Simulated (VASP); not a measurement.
**Al2BAs2: single point with PBE**

Crystal: Al2BAs2.

```
Al B As
1.0
     3.94232    0.00000    0.00000
     0.00000    3.94232    0.00000
     0.00000    0.00000    5.63409
Al B As
2 1 2
Direct
  0.50000 0.00000 0.11382
  0.00000 0.50000 0.11382
  0.50000 0.50000 0.25486
  0.50000 0.00000 0.65562
  0.00000 0.50000 0.65562
```

The cell was generated, and may not be a known phase.

```json
{
 "Program": "VASP 6.6.1",
 "Task": "single point",
 "Functional": "PBE",
 "Potentials or basis": "VASP PAW PBE potentials, release 64 (Al, B, As)",
 "Cutoff": "520 eV",
 "k mesh": "6 × 6 × 4",
 "Occupations": "gaussian, width 0.1 eV",
 "Spin": "no spin polarisation",
 "Dipole correction": "no",
 "Further INCAR settings": "ALGO = Normal; EDIFF = 1e-07; NBANDS = 18"
}
```

```json
{"Pressure": "0.3 GPa", "Largest force": "0.015 eV/Å", "Band gap on the k mesh": "zero (an odd number of electrons rules out a gap without spin polarisation)"}
```

Forces on the atoms (eV/Å):
```
Al   0.000  0.000  0.015
Al   0.000  0.000  0.015
B    0.000  0.000 -0.002
As   0.000  0.000 -0.014
As   0.000  0.000 -0.014
```

Stress tensor (GPa, compression positive):
```
0.34 0.00 0.00
0.00 0.34 0.00
0.00 0.00 0.10
```

Levels at points of the mesh, in eV from the Fermi level:
| k point | band 8 | band 9 | band 10 | band 11 | band 12 | band 13 |
| --- | --- | --- | --- | --- | --- | --- |
| (0.00, 0.00, 0.00) | -1.53 | -0.24 | -0.17 | 1.95 | 2.24 | 3.72 |
| (0.50, 0.00, 0.00) | -0.80 | -0.45 | -0.27 | 0.15 | 2.03 | 2.95 |
| (0.50, 0.50, 0.00) | -2.90 | -2.90 | -1.96 | -1.31 | 2.45 | 6.38 |
| (0.00, 0.00, 0.50) | -2.61 | -1.96 | -1.22 | 0.72 | 2.90 | 4.49 |
| (0.50, 0.00, 0.50) | -0.67 | -0.60 | -0.52 | 0.00 | 0.62 | 0.98 |
| (0.50, 0.50, 0.50) | -2.97 | 0.07 | 0.07 | 0.86 | 3.07 | 3.07 |

Run time: 75 s on 1 thread of Intel Xeon 8259CL (shared host), peak memory 0.21 GiB.
